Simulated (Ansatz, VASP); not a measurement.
One calculation of GaN, two programs

The input POSCAR:

```
GaN
1.0
    0.0000000000      2.1085153689      2.1085153689
    2.1085153689      0.0000000000      2.1085153689
    2.1085153689      2.1085153689      0.0000000000
Ga N
1 1
Direct
    0.5000000000      0.5000000000      0.5000000000
    0.0000000000      0.0000000000      0.0000000000
```

Contents of INCAR.step1:

```
PREC = Accurate
ENCUT = 520
ISMEAR = 0
SIGMA = 0.01
LREAL = F
LASPH = T
NELM = 60
NBANDS = 16
GGA = PE
ALGO = Normal
EDIFF = 1E-4
LWAVE = T
LCHARG = F
```

Contents of INCAR.step2:

```
PREC = Accurate
ENCUT = 520
EDIFF = 1E-6
ISMEAR = 0
SIGMA = 0.01
LREAL = F
LASPH = T
NELM = 60
ALGO = Normal
ISIF = 2
LWAVE = F
LCHARG = T
METAGGA = R2SCAN
LMIXTAU = T
LELF = T
LVHAR = T
NBANDS = 16
ISTART = 1
```

File KPOINTS:

```
Automatic mesh
0
Gamma
  10 10 10
```

Input for Ansatz:

```yaml
crystal:
  lattice:
    - [0.0, 2.1085153689, 2.1085153689]
    - [2.1085153689, 0.0, 2.1085153689]
    - [2.1085153689, 2.1085153689, 0.0]
  atoms:
    - { symbol: Ga, position: [0.5, 0.5, 0.5] }
    - { symbol: "N", position: [0.0, 0.0, 0.0] }
kpoints:
  mp_grid: { grid: [10, 10, 10] }
  band_path:
    path:
      - [0.0, 0.0, 0.0]
      - [0.5, 0.0, 0.5]
      - [0.625, 0.25, 0.625]
      - [0.375, 0.375, 0.75]
      - [0.5, 0.5, 0.5]
      - [0.5, 0.25, 0.75]
      - [0.0, 0.174479, -0.177083]
      - [0.0, 0.5, 0.5]
    npoints: 1
hamiltonian:
  xc: r2scan
scf:
  occupations: { method: fixed }
  n_extra_bands: 4
output:
  forces: true
  stress: true
  eigenvalues: true
```

Alike in both runs: task single point; functional r2SCAN; k mesh 10 × 10 × 10; no spin polarisation.

|  | VASP | Ansatz |
| --- | --- | --- |
| version | VASP 6.6.1 | Ansatz 0.2.0 |
| potentials or method | VASP PAW PBE potentials, release 64 (Ga_d, N) | plane waves, PAW |
| plane-wave cutoff (eV) | 520 | 500 |
| occupations | gaussian, width 0.01 eV | fixed |
| valence electrons in the cell | 18 | 18 |

VASP gave:

```
gap on the k mesh at the Fermi level (eV) : 1.18
pressure (GPa)                            : 1.3
```

Task: Estimate Ansatz's values.

Result: gap on the k mesh at the Fermi level (eV): 1.20; pressure (GPa): 0.0.

VASP's potentials were made for PBE, not for r2SCAN.
